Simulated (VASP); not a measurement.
# PbSe (Fmm2) in VASP: notebook, part 2 of 2

VASP 6.6.1. Earlier steps stand in the parts before.

## 3. Single point, PBEsol

INCAR

```
SYSTEM = PbSe
  PREC = Accurate
  ENCUT = 520
  EDIFF = 1E-6
  ISMEAR = 0
  SIGMA = 0.01
  LREAL = .FALSE.
  LASPH = .TRUE.
  NELM = 60
  ALGO = Normal
  ISIF = 2
  LWAVE = .FALSE.
  LCHARG = .FALSE.
  GGA = PS
  NBANDS = 28
```

KPOINTS

```
regular mesh
0
G
  4 4 4
  0 0 0
```

POSCAR

```
PbSe
1.0
    0.0000000000     12.0007990000      3.1254420000
    3.1181510000      0.0000000000      3.1254420000
    3.1181510000     12.0007990000      0.0000000000
Pb Se
2 2
Direct
    0.1907300000      0.8052670000      0.1947330000
    0.8052670000      0.1907300000      0.8092700000
    0.6744230000      0.2955810000      0.7044190000
    0.2955810000      0.6744230000      0.3255770000
```

Potentials or basis: VASP PAW PBE potentials, release 64 (Pb_d, Se).

The run is started by

```
cat potpaw_PBE.64/Pb_d/POTCAR potpaw_PBE.64/Se/POTCAR > POTCAR
mpirun -np 1 vasp_std > vasp.out
```

OUTCAR:

```text
SYSTEM = PbSe
   PREC = Accurate
   ENCUT = 520
   EDIFF = 1E-6
   ISMEAR = 0
   LREAL = .FALSE.
   LASPH = .TRUE.
   NELM = 60
   ISIF = 2
   GGA = PS

 ion  position               nearest neighbor table
   1  0.191  0.805  0.195-   4 2.83   3 3.05   3 3.12   3 3.12   3 3.21
   2  0.805  0.191  0.809-   3 2.83   4 3.05   4 3.12   4 3.12   4 3.21
   3  0.674  0.296  0.704-   2 2.83   1 3.05   1 3.12   1 3.12   1 3.21
   4  0.296  0.674  0.326-   1 2.83   2 3.05   2 3.12   2 3.12   2 3.21

  LATTYP: Found a face centered orthorhombic cell.
 ALAT       =     6.2363020000
 B/A-ratio  =     1.0023382447
 C/A-ratio  =     3.8486907786

  Lattice vectors:

 A1 = (   0.0000000000,  12.0007990000,   3.1254420000)
 A2 = (  -3.1181510000,  12.0007990000,   0.0000000000)
 A3 = (  -3.1181510000,   0.0000000000,   3.1254420000)

Analysis of symmetry for initial positions (statically):
=====================================================================
 Subroutine PRICEL returns:
 Original cell was already a primitive cell.

 Routine SETGRP: Setting up the symmetry group for a
 face centered orthorhombic supercell.

 Subroutine GETGRP returns: Found  4 space group operations
 (whereof  4 operations were pure point group operations)
 out of a pool of  8 trial point group operations.

The static configuration has the point symmetry C_2v.

Analysis of symmetry for dynamics (positions and initial velocities):
=====================================================================
 Subroutine PRICEL returns:
 Original cell was already a primitive cell.

 Routine SETGRP: Setting up the symmetry group for a
 face centered orthorhombic supercell.

 Subroutine GETGRP returns: Found  4 space group operations
 (whereof  4 operations were pure point group operations)
 out of a pool of  8 trial point group operations.

The dynamic configuration has the point symmetry C_2v.

 Subroutine INISYM returns: Found  4 space group operations
 (whereof  4 operations are pure point group operations),
 and found     1 'primitive' translations

----------------------------------------------------------------------------------------

                                     Primitive cell

  volume of cell :     233.9100

  direct lattice vectors                    reciprocal lattice vectors
     0.000000000 12.000799000  3.125442000    -0.160351439  0.041663893  0.159977373
     3.118151000  0.000000000  3.125442000     0.160351439 -0.041663893  0.159977373
     3.118151000 12.000799000  0.000000000     0.160351439  0.041663893 -0.159977373

  length of vectors
    12.401111415  4.414889959 12.399275878     0.230306804  0.230306804  0.230306804

  position of ions in fractional coordinates (direct lattice)
     0.190730000  0.805267000  0.194733000
     0.805267000  0.190730000  0.809270000
     0.674423000  0.295581000  0.704419000
     0.295581000  0.674423000  0.325577000

  ion indices of the primitive-cell ions
   primitive index   ion index
                 1           1
                 2           2
                 3           3
                 4           4

----------------------------------------------------------------------------------------

 KPOINTS: regular mesh

Automatic generation of k-mesh.
 Grid dimensions read from file:
 generate k-points for:    4    4    4

 Generating k-lattice:

  Cartesian coordinates                     Fractional coordinates (reciprocal lattice)
    -0.040087860  0.010415973  0.039994343     0.250000000  0.000000000  0.000000000
     0.040087860 -0.010415973  0.039994343     0.000000000  0.250000000 -0.000000000
     0.040087860  0.010415973 -0.039994343     0.000000000 -0.000000000  0.250000000

  Length of vectors
     0.057576701  0.057576701  0.057576701

  Shift w.r.t. Gamma in fractional coordinates (k-lattice)
     0.000000000  0.000000000  0.000000000

 Subroutine IBZKPT returns following result:
 ===========================================

 Found     18 irreducible k-points:

 Following reciprocal coordinates:
            Coordinates               Weight
  0.000000  0.000000  0.000000      1.000000
  0.250000  0.000000  0.000000      8.000000
  0.500000  0.000000  0.000000      4.000000
  0.250000  0.250000  0.000000      2.000000
  0.500000  0.250000  0.000000      8.000000
 -0.250000  0.250000 -0.000000      4.000000
[... 10 lines left out ...]
 -0.250000  0.250000  0.500000      2.000000
  0.000000  0.500000  0.500000      1.000000
   k-points           NKPTS =     18   k-points in BZ     NKDIM =     18   number of bands    NBANDS=     28
   number of dos      NEDOS =    301   number of ions     NIONS =      4
   total plane-waves  NPLWV = 331776
   dimension x,y,z NGX =    96 NGY =   36 NGZ =   96
   dimension x,y,z NGXF=   192 NGYF=   72 NGZF=  192
   ions per type =               2   2
   NGX,Y,Z   is equivalent  to a cutoff of  12.87, 13.56, 12.87 a.u.
   NGXF,Y,Z  is equivalent  to a cutoff of  25.74, 27.11, 25.74 a.u.
 SYSTEM =  PbSe
   PREC   = accura    normal or accurate (medium, high low for compatibility)
   ISTART =      0    job   : 0-new  1-cont  2-samecut
   ICHARG =      2    charge: 1-file 2-atom 10-const
   ISPIN  =      1    spin polarized calculation?
   LNONCOLLINEAR =      F non collinear calculations
   LSORBIT =      F    spin-orbit coupling
   LASPH  =      T    aspherical Exc in radial PAW
   ENCUT  =  520.0 eV  38.22 Ry    6.18 a.u.  23.06  8.21 23.05*2*pi/ulx,y,z
   NELM   =     60;   NELMIN=  2; NELMDL= -5     # of ELM steps
   EDIFF  = 0.1E-05   stopping-criterion for ELM
   LREAL  =      F    real-space projection
   EDIFFG = 0.1E-04   stopping-criterion for IOM
   NSW    =      0    number of steps for IOM
   IBRION =     -1    ionic relax: 0-MD 1-quasi-New 2-CG
   NFREE  =      0    steps in history (QN), initial steepest desc. (CG)
   ISIF   =      2    stress and relaxation
   ISYM   =      2    0-nonsym 1-usesym 2-fastsym
   POTIM  = 0.5000    time-step for ionic-motion
   TEBEG  =    0.0;   TEEND  =   0.0 temperature during run
   PSTRESS=    0.0 pullay stress
   NELECT =      40.0000    total number of electrons
   NUPDOWN=      -1.0000    fix difference up-down
   EMIN   =  10.00;   EMAX   =-10.00  energy-range for DOS
   EFERMI =   0.00;   METHOD = LEGACY
   ISMEAR =     0;   SIGMA  =   0.01  broadening in eV -4-tet -1-fermi 0-gaus
   EFERMI_NEDOS =   21; number of points for ismear=-14 and -15
   IALGO  =     38    algorithm
   IMIX   =      4    mixing-type and parameters
     AMIX     =   0.40;   BMIX     =  1.00
     AMIX_MAG =   1.60;   BMIX_MAG =  1.00
  volume/ion in A,a.u.               =      58.48       394.63
  Fermi-wavevector in a.u.,A,eV,Ry     =   0.908682  1.717160 11.234370  0.825703
  Thomas-Fermi vector in A             =   2.032637
   LORBIT       =      0    0 simple, 1 ext, 2 COOP (PROOUT), +10 PAW based schemes
   GGA     = PS    functional components
   LHFCALC =     F    Hartree Fock is set to
   AEXX    =    0.0000 exact exchange contribution
   IVDW    =     0    specifies the selected vdW correction
   LEPSILON=     F    determine dielectric tensor
   LRPA    =     F    only Hartree local field effects (RPA)
 non-spin polarized calculation
 Gauss-broadening in eV      SIGMA  =   0.01
  energy-cutoff  :      520.00
  volume of cell :      233.91
 maximum number of plane-waves:      6336
 NGX is ok and might be reduce to    96
   NGX = 45   NGY = 17   NGZ = 45

 number of electron      40.0000002 magnetization

 Free energy of the ion-electron system (eV)
  ---------------------------------------------------
  ext. energy  EPLUGINS =         0.00000000
  ---------------------------------------------------
  free energy    TOTEN  =       -17.33736038 eV

  energy without entropy =      -17.33736038  energy(sigma->0) =      -17.33736038

 E-fermi :  -0.3500     XC(G=0):  -5.6133

 val. band max:       -0.4118538041   @ k =  -0.2500   0.0000   0.2500
 cond. band min:       1.2273803066   @ k =  -0.2500   0.0000   0.2500
 fundamental gap:      1.6392341108
 Fermi energy:        -0.3499742297

 k-point     1 :       0.0000    0.0000    0.0000
  band No.  band energies     occupation
      1     -16.6430      2.00000
      2     -16.5492      2.00000
      3     -16.5415      2.00000
      4     -16.5325      2.00000
      5     -16.5324      2.00000
      6     -16.5309      2.00000
[... 547 lines left out ...]
     27       6.0179      0.00000
     28       6.0685      0.00000

------------------------ aborting loop because EDIFF is reached ----------------------------------------

  FORCE on cell =-STRESS in cart. coord.  units (eV):
  Direction    XX          YY          ZZ          XY          YZ          ZX
  --------------------------------------------------------------------------------------
  -------------------------------------------------------------------------------------
  Total       -1.9555006     -1.5018891     -1.9785000      0.0000000      0.0000000      0.0000000
  in kB      -13.3942932    -10.2872594    -13.5518286      0.0000000      0.0000000      0.0000000
  external PRESSURE =     -12.4111271 kB  Pullay stress =       0.0000000 kB

 VOLUME and BASIS-vectors are now :
 -----------------------------------------------------------------------------
  energy-cutoff  :      520.00
  volume of cell :      233.91
      direct lattice vectors                 reciprocal lattice vectors
     0.000000000 12.000799000  3.125442000    -0.160351439  0.041663893  0.159977373
     3.118151000  0.000000000  3.125442000     0.160351439 -0.041663893  0.159977373
     3.118151000 12.000799000  0.000000000     0.160351439  0.041663893 -0.159977373

 POSITION                                       TOTAL-FORCE (eV/Angst)
 -----------------------------------------------------------------------------------
      3.11815      4.62586      3.11293         0.000000      0.250189      0.008840
      3.11815     19.37573      3.11293         0.000000     -0.250189      0.008840
      3.11815     16.54721      3.03169         0.000000      0.269215     -0.008840
      3.11815      7.45439      3.03169         0.000000     -0.269215     -0.008840
 -----------------------------------------------------------------------------------
    total drift:                               -0.000023     -0.000009      0.000172

  FREE ENERGIE OF THE ION-ELECTRON SYSTEM (eV)
  ---------------------------------------------------
  free  energy   TOTEN  =       -17.3373603828 eV

  energy  without entropy=      -17.3373603828  energy(sigma->0) =      -17.33736038
```

stdout:

```text
POSCAR found type information on POSCAR PbSe
 POSCAR found :  2 types and       4 ions
 scaLAPACK will be used
 -----------------------------------------------------------------------------
|                                                                             |
|                                                                             |
|     You enforced a specific xc type in the INCAR file but a different       |
|     I HOPE YOU KNOW WHAT YOU ARE DOING!                                     |
|                                                                             |
 -----------------------------------------------------------------------------

 LDA part: xc-table for (Slater+PW92), standard interpolation
 POSCAR, INCAR and KPOINTS ok, starting setup
 FFT: planning ... GRIDC
 FFT: planning ... GRID_SOFT
 FFT: planning ... GRID
 WAVECAR not read
 entering main loop
```

Run time: 8.6 min. Hardware: 1 thread of Intel Xeon Platinum 8375C at 2.90GHz (Ice Lake), shared host; peak memory 0.7 GiB.

What came out:

```yaml
Free_energy: -17.3374 eV
Pressure: -1.2 GPa
Largest_force: 0.269 eV/Å
Band_gap_on_the_k_mesh: 1.64 eV
```

Forces on the atoms (eV/Å):
```
Pb   0.000  0.250  0.009
Pb   0.000 -0.250  0.009
Se   0.000  0.269 -0.009
Se   0.000 -0.269 -0.009
```

Caveat: the PAW data sets were made with another functional, which shifts forces and pressure a little; spin-orbit coupling is left out, which moves the levels of the heavy elements. A k mesh can miss the band edges.
